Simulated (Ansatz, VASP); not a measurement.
**One calculation of Se, two programs**

```xyz
3
Lattice="4.3662 0.0000 0.0000 -2.1831 3.7812 0.0000 0.0000 0.0000 4.9536" Properties=species:S:1:pos:R:3 pbc="T T T"
Se    1.6910    2.9289    0.0000
Se   -0.4921    0.8523    3.3024
Se    0.9841    0.0000    1.6512
```

Alike in both runs: task single point; functional PBE-based screened hybrid with a share of 0.5 of exact exchange and HFSCREEN = 0.2078699; k mesh 4 × 4 × 3; occupations fermi-dirac, width 0.05 eV; no spin polarisation.

```csv
,VASP,Ansatz
version,VASP 6.6.1,Ansatz 0.2.0
potentials or method,"VASP PAW PBE potentials, release 64 (Se)",Ansatz PAW
plane-wave cutoff (eV),520,420
valence electrons in the cell,18,48
```

|  | VASP | Ansatz | Ansatz less VASP |
| --- | --- | --- | --- |
| gap on the k mesh at the Fermi level (eV) | 3.36 | 3.33 | -0.026 |
| least direct gap on the mesh (eV) | 3.74 | 3.74 | 0.000 |
| pressure (GPa) | -1.7 | -1.1 | +0.53 |
| traceless stress, the component that is largest in VASP (GPa) | -1.85 | -1.58 | +0.275 |
| rms of the force components (eV/Å) | 0.453 | 0.386 | -0.0670 |

VASP's potentials were made for PBE, not for PBE-based screened hybrid. Atom by atom the forces differ by 0.067 eV/Å (rms over components). VASP's potentials hold 18 valence electrons a cell and Ansatz's 48, so a difference there can come from the potentials and not from the codes.

The k mesh is coarse, so the values compare programs but aren't converged. Noted on Ansatz's run: odd divisions of the mesh miss points on the zone boundary, where band edges often lie, so the gap on the mesh can be too wide.
